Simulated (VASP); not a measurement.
# Li2Se3 (P-3m1) in VASP: a series of runs, part 2 of 2

VASP 6.6.1. Earlier steps stand in the parts before.

**3. Single point, PBE**

This run uses another cell than the first one, of 21.83 Å³/atom, 1.088 times its volume.

Contents of INCAR:

```
PREC = Accurate
ENCUT = 520
EDIFF = 1E-6
ISMEAR = 0
SIGMA = 0.1
LREAL = False
LASPH = True
NELM = 80
ALGO = Normal
ISIF = 2
LWAVE = False
LCHARG = False
GGA = PE
NBANDS = 20
```

Contents of KPOINTS:

```
Automatic mesh
0
Gamma
  12 12 6
```

Contents of POSCAR:

```
Li2Se3
1.0
    4.3176199923      0.0000000000      0.0000000000
   -2.1588099962      3.7391685973      0.0000000000
    0.0000000000      0.0000000000      6.7597937362
Li Se
2 3
Direct
    0.3333333333      0.6666666667      0.1177134552
    0.6666666667      0.3333333333      0.8822865448
    0.0000000000      0.0000000000      0.0000000000
    0.3333333333      0.6666666667      0.5511370891
    0.6666666667      0.3333333333      0.4488629109
```

Potentials or basis: VASP PAW PBE potentials, release 64 (Li_sv, Se).

The run is started by

```bash
$ cat potpaw_PBE.64/Li_sv/POTCAR potpaw_PBE.64/Se/POTCAR > POTCAR
$ mpirun -np 1 vasp_std > vasp.out
```

OUTCAR:

```text
PREC = Accurate
   ENCUT = 520
   EDIFF = 1E-6
   ISMEAR = 0
   LREAL = False
   LASPH = True
   NELM = 80
   ISIF = 2
   GGA = PE

 ion  position               nearest neighbor table
   1  0.333  0.667  0.118-   3 2.62   3 2.62   3 2.62
   2  0.667  0.333  0.882-   3 2.62   3 2.62   3 2.62
   3  0.000  0.000  0.000-   1 2.62   2 2.62   2 2.62   1 2.62   2 2.62   1 2.62
   4  0.333  0.667  0.551-   5 2.59   5 2.59   5 2.59
   5  0.667  0.333  0.449-   4 2.59   4 2.59   4 2.59

  LATTYP: Found a hexagonal cell.
 ALAT       =     4.3176199923
 C/A-ratio  =     1.5656296173

  Lattice vectors:

 A1 = (   4.3176199923,   0.0000000000,   0.0000000000)
 A2 = (  -2.1588099962,   3.7391685973,   0.0000000000)
 A3 = (   0.0000000000,   0.0000000000,   6.7597937362)

Analysis of symmetry for initial positions (statically):
=====================================================================
 Subroutine PRICEL returns:
 Original cell was already a primitive cell.

 Routine SETGRP: Setting up the symmetry group for a
 hexagonal supercell.

 Subroutine GETGRP returns: Found 12 space group operations
 (whereof 12 operations were pure point group operations)
 out of a pool of 24 trial point group operations.

The static configuration has the point symmetry D_3d.

Analysis of symmetry for dynamics (positions and initial velocities):
=====================================================================
 Subroutine PRICEL returns:
 Original cell was already a primitive cell.

 Routine SETGRP: Setting up the symmetry group for a
 hexagonal supercell.

 Subroutine GETGRP returns: Found 12 space group operations
 (whereof 12 operations were pure point group operations)
 out of a pool of 24 trial point group operations.

The dynamic configuration has the point symmetry D_3d.

 Subroutine INISYM returns: Found 12 space group operations
 (whereof 12 operations are pure point group operations),
 and found     1 'primitive' translations

----------------------------------------------------------------------------------------

                                     Primitive cell

  volume of cell :     109.1322

  direct lattice vectors                    reciprocal lattice vectors
     4.317619992  0.000000000  0.000000000     0.231609081  0.133719565  0.000000000
    -2.158809996  3.739168597  0.000000000     0.000000000  0.267439131  0.000000000
     0.000000000  0.000000000  6.759793736     0.000000000  0.000000000  0.147933508

  length of vectors
     4.317619992  4.317619992  6.759793736     0.267439131  0.267439131  0.147933508

  position of ions in fractional coordinates (direct lattice)
     0.333333333  0.666666667  0.117713455
     0.666666667  0.333333333  0.882286545
     0.000000000  0.000000000  0.000000000
     0.333333333  0.666666667  0.551137089
     0.666666667  0.333333333  0.448862911

  ion indices of the primitive-cell ions
   primitive index   ion index
                 1           1
                 2           2
                 3           3
                 4           4
                 5           5

----------------------------------------------------------------------------------------

 KPOINTS: Automatic mesh

Automatic generation of k-mesh.
 Grid dimensions read from file:
 generate k-points for:   12   12    6

 Generating k-lattice:

  Cartesian coordinates                     Fractional coordinates (reciprocal lattice)
     0.019300757  0.011143297  0.000000000     0.083333333  0.000000000  0.000000000
     0.000000000  0.022286594  0.000000000     0.000000000  0.083333333  0.000000000
     0.000000000  0.000000000  0.024655585     0.000000000  0.000000000  0.166666667

  Length of vectors
     0.022286594  0.022286594  0.024655585

  Shift w.r.t. Gamma in fractional coordinates (k-lattice)
     0.000000000  0.000000000  0.000000000

 Subroutine IBZKPT returns following result:
 ===========================================

 Found    100 irreducible k-points:

 Following reciprocal coordinates:
            Coordinates               Weight
  0.000000  0.000000  0.000000      1.000000
  0.083333  0.000000  0.000000      6.000000
  0.166667 -0.000000  0.000000      6.000000
  0.250000  0.000000  0.000000      6.000000
  0.333333 -0.000000  0.000000      6.000000
  0.416667  0.000000  0.000000      6.000000
[... 16 lines left out ...]
  0.166667 -0.000000  0.166667      6.000000
  0.000000  0.166667  0.166667      6.000000
 [... further k-points ...]
   k-points           NKPTS =    100   k-points in BZ     NKDIM =    100   number of bands    NBANDS=     20
   number of dos      NEDOS =    301   number of ions     NIONS =      5
   total plane-waves  NPLWV =  51200
   dimension x,y,z NGX =    32 NGY =   32 NGZ =   50
   dimension x,y,z NGXF=    64 NGYF=   64 NGZF=  100
   ions per type =               2   3
   NGX,Y,Z   is equivalent  to a cutoff of  12.32, 12.32, 12.30 a.u.
   NGXF,Y,Z  is equivalent  to a cutoff of  24.64, 24.64, 24.59 a.u.
 SYSTEM =  unknown system
   PREC   = accura    normal or accurate (medium, high low for compatibility)
   ISTART =      0    job   : 0-new  1-cont  2-samecut
   ICHARG =      2    charge: 1-file 2-atom 10-const
   ISPIN  =      1    spin polarized calculation?
   LNONCOLLINEAR =      F non collinear calculations
   LSORBIT =      F    spin-orbit coupling
   LASPH  =      T    aspherical Exc in radial PAW
   ENCUT  =  520.0 eV  38.22 Ry    6.18 a.u.   8.03  8.03 12.57*2*pi/ulx,y,z
   NELM   =     80;   NELMIN=  2; NELMDL= -5     # of ELM steps
   EDIFF  = 0.1E-05   stopping-criterion for ELM
   LREAL  =      F    real-space projection
   EDIFFG = 0.1E-04   stopping-criterion for IOM
   NSW    =      0    number of steps for IOM
   IBRION =     -1    ionic relax: 0-MD 1-quasi-New 2-CG
   NFREE  =      0    steps in history (QN), initial steepest desc. (CG)
   ISIF   =      2    stress and relaxation
   ISYM   =      2    0-nonsym 1-usesym 2-fastsym
   POTIM  = 0.5000    time-step for ionic-motion
   TEBEG  =    0.0;   TEEND  =   0.0 temperature during run
   PSTRESS=    0.0 pullay stress
   NELECT =      24.0000    total number of electrons
   NUPDOWN=      -1.0000    fix difference up-down
   EMIN   =  10.00;   EMAX   =-10.00  energy-range for DOS
   EFERMI =   0.00;   METHOD = LEGACY
   ISMEAR =     0;   SIGMA  =   0.10  broadening in eV -4-tet -1-fermi 0-gaus
   EFERMI_NEDOS =   21; number of points for ismear=-14 and -15
   IALGO  =     38    algorithm
   IMIX   =      4    mixing-type and parameters
     AMIX     =   0.40;   BMIX     =  1.00
     AMIX_MAG =   1.60;   BMIX_MAG =  1.00
  volume/ion in A,a.u.               =      21.83       147.29
  Fermi-wavevector in a.u.,A,eV,Ry     =   0.988161  1.867353 13.285568  0.976462
  Thomas-Fermi vector in A             =   2.119667
   LORBIT       =      0    0 simple, 1 ext, 2 COOP (PROOUT), +10 PAW based schemes
   GGA     = PE    functional components
   LHFCALC =     F    Hartree Fock is set to
   AEXX    =    0.0000 exact exchange contribution
   IVDW    =     0    specifies the selected vdW correction
   LEPSILON=     F    determine dielectric tensor
   LRPA    =     F    only Hartree local field effects (RPA)
 non-spin polarized calculation
 Gauss-broadening in eV      SIGMA  =   0.10
  energy-cutoff  :      520.00
  volume of cell :      109.13
 maximum number of plane-waves:      2958
   NGX = 17   NGY = 17   NGZ = 25

 number of electron      23.9999995 magnetization

 Free energy of the ion-electron system (eV)
  ---------------------------------------------------
  ext. energy  EPLUGINS =         0.00000000
  ---------------------------------------------------
  free energy    TOTEN  =       -17.18913312 eV

  energy without entropy =      -17.18680520  energy(sigma->0) =      -17.18796916

 E-fermi :   2.2271     XC(G=0):  -8.6295

 val. band max:        2.1637827650   @ k =   0.0000   0.0000   0.3333
 cond. band min:       2.2481438135   @ k =   0.0000   0.0000   0.3333
 fundamental gap:      0.0843610484
 Fermi energy:         2.2271026515

 k-point     1 :       0.0000    0.0000    0.0000
  band No.  band energies     occupation
      1     -43.1709      2.00000
      2     -43.1573      2.00000
      3     -13.3621      2.00000
      4      -9.0188      2.00000
      5      -8.2306      2.00000
      6      -2.2971      2.00000
[... 12 lines left out ...]
     19       9.2873      0.00000
[... 513 lines left out ...]
      4      -9.0235      2.00000
      5      -8.7006      2.00000
      6      -2.6946      2.00000
[... 12 lines left out ...]
     19       8.7848      0.00000
     20       9.0043      0.00000

 [... further k-points ...]
[... 5 lines left out ...]
  --------------------------------------------------------------------------------------
  -------------------------------------------------------------------------------------
  Total        0.0220399      0.0220399     -0.0252585     -0.0000000      0.0000000      0.0000000
  in kB        0.3235692      0.3235692     -0.3708216     -0.0000000      0.0000000      0.0000000
  external PRESSURE =       0.0921056 kB  Pullay stress =       0.0000000 kB

 VOLUME and BASIS-vectors are now :
 -----------------------------------------------------------------------------
  energy-cutoff  :      520.00
  volume of cell :      109.13
      direct lattice vectors                 reciprocal lattice vectors
     4.317619992  0.000000000  0.000000000     0.231609081  0.133719565  0.000000000
    -2.158809996  3.739168597  0.000000000     0.000000000  0.267439131  0.000000000
     0.000000000  0.000000000  6.759793736     0.000000000  0.000000000  0.147933508

 POSITION                                       TOTAL-FORCE (eV/Angst)
 -----------------------------------------------------------------------------------
     -0.00000      2.49278      0.79572         0.000000     -0.000000      0.003085
      2.15881      1.24639      5.96408        -0.000000      0.000000     -0.003085
      0.00000      0.00000      0.00000        -0.000000      0.000000     -0.000000
     -0.00000      2.49278      3.72557        -0.000000      0.000000      0.007979
      2.15881      1.24639      3.03422        -0.000000     -0.000000     -0.007979
 -----------------------------------------------------------------------------------
    total drift:                               -0.000000      0.000000      0.000000

  FREE ENERGIE OF THE ION-ELECTRON SYSTEM (eV)
  ---------------------------------------------------
  free  energy   TOTEN  =       -17.1891331204 eV

  energy  without entropy=      -17.1868051978  energy(sigma->0) =      -17.18796916
```

OSZICAR:

```text
N       E                     dE             d eps       ncg     rms          rms(c)
DAV:   1     0.120161912716E+03    0.12016E+03   -0.10157E+04  4000   0.112E+03
DAV:   2    -0.346407915725E+01   -0.12363E+03   -0.11927E+03  5032   0.220E+02
DAV:   3    -0.178093914250E+02   -0.14345E+02   -0.14234E+02  6788   0.580E+01
DAV:   4    -0.184511535274E+02   -0.64176E+00   -0.63864E+00  5780   0.127E+01
DAV:   5    -0.184862075736E+02   -0.35054E-01   -0.35050E-01  5872   0.247E+00    0.638E+00
DAV:   6    -0.174322721132E+02    0.10539E+01   -0.14092E+00  5084   0.603E+00    0.384E+00
DAV:   7    -0.172220795645E+02    0.21019E+00   -0.23168E+00  5256   0.589E+00    0.147E+00
DAV:   8    -0.172678126955E+02   -0.45733E-01   -0.14508E+00  4848   0.357E+00    0.127E+00
DAV:   9    -0.171950864843E+02    0.72726E-01   -0.20666E-01  4912   0.193E+00    0.437E-01
DAV:  10    -0.171893408334E+02    0.57457E-02   -0.90918E-02  5208   0.948E-01    0.256E-01
DAV:  11    -0.171910632464E+02   -0.17224E-02   -0.99089E-03  5724   0.394E-01    0.200E-01
DAV:  12    -0.171891131027E+02    0.19501E-02   -0.97494E-03  4996   0.275E-01    0.677E-02
DAV:  13    -0.171891414188E+02   -0.28316E-04   -0.64512E-04  4724   0.103E-01    0.194E-02
DAV:  14    -0.171891346809E+02    0.67378E-05   -0.10694E-04  6416   0.302E-02    0.115E-02
DAV:  15    -0.171891328355E+02    0.18454E-05   -0.11649E-05  5012   0.135E-02    0.181E-03
DAV:  16    -0.171891331204E+02   -0.28483E-06   -0.50267E-07  2924   0.364E-03
   1 F= -.17189133E+02 E0= -.17187969E+02  d E =-.232792E-02
```

It took 84 s on 1 thread of Intel Xeon 6975P-C (Granite Rapids), shared host; peak memory 0.32 GiB.

What came out:

```yaml
Free_energy: -17.1891 eV
Largest_force: 0.008 eV/Å
Band_gap_on_the_k_mesh: zero (band 12 reaches 2.48 eV, above the bottom of band 13 at 2.09 eV)
```

Forces on the atoms (eV/Å):
```
Li   0.000  0.000  0.003
Li   0.000  0.000 -0.003
Se   0.000  0.000  0.000
Se   0.000  0.000  0.008
Se   0.000  0.000 -0.008
```

Caveat: the cutoff is under 1.25 times the usual one of these potentials, so pressure, stress and relaxed cells hold a basis-set (Pulay) error.
